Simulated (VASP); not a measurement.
Write the native input for VASP 6.6.1 that does the following.

| Item | Value |
| --- | --- |
| Task | single point |
| Functional | LDA |
| Potentials or basis | VASP PAW LDA potentials, release 64 (Hf_pv, N) |
| Cutoff | 520 eV |
| k mesh | 10 × 10 × 10 |
| Occupations | gaussian, width 0.05 eV |
| Spin | no spin polarisation |
| Dipole correction | no |
| Further INCAR settings | ALGO = Normal; EDIFF = 1e-07; NBANDS = 14 |

The structure of HfN lies in POSCAR:

```
HfN
1.0
    0.0000000000      2.2109732404      2.2109732404
    2.2109732404      0.0000000000      2.2109732404
    2.2109732404      2.2109732404      0.0000000000
Hf N
1 1
Direct
    0.5000000000      0.5000000000      0.5000000000
    0.0000000000      0.0000000000      0.0000000000
```

These files were run (other wordings do the same):

INCAR

```
PREC     = Accurate       # precision mode
ENCUT    = 520            # plane-wave cutoff, eV
EDIFF    = 1E-7           # SCF threshold, eV
ISMEAR   = 0              # smearing method
SIGMA    = 0.05           # smearing width, eV
LREAL    = False          # projectors in reciprocal space
LASPH    = True           # aspherical terms in the spheres
NELM     = 80             # most SCF steps
ALGO     = Normal         # electronic algorithm
ISIF     = 2              # what is computed and relaxed
LWAVE    = False          # write WAVECAR
LCHARG   = True           # write CHGCAR
LELF     = True           # ELF
LVHAR    = True         
NBANDS   = 14             # bands
```

KPOINTS

```
Automatic mesh
0
Gamma
  10 10 10
```

Potentials or basis: VASP PAW LDA potentials, release 64 (Hf_pv, N).

Run with:

```console
$ cat potpaw_LDA.64/Hf_pv/POTCAR potpaw_LDA.64/N/POTCAR > POTCAR
$ mpirun -np 1 vasp_std > vasp.out
```

It gave:

| Property | Result |
| --- | --- |
| Pressure | 8.9 GPa |

Run time: 8.8 s on 1 thread of Intel Xeon 6975P-C, on a shared host, peak memory 0.14 GiB.
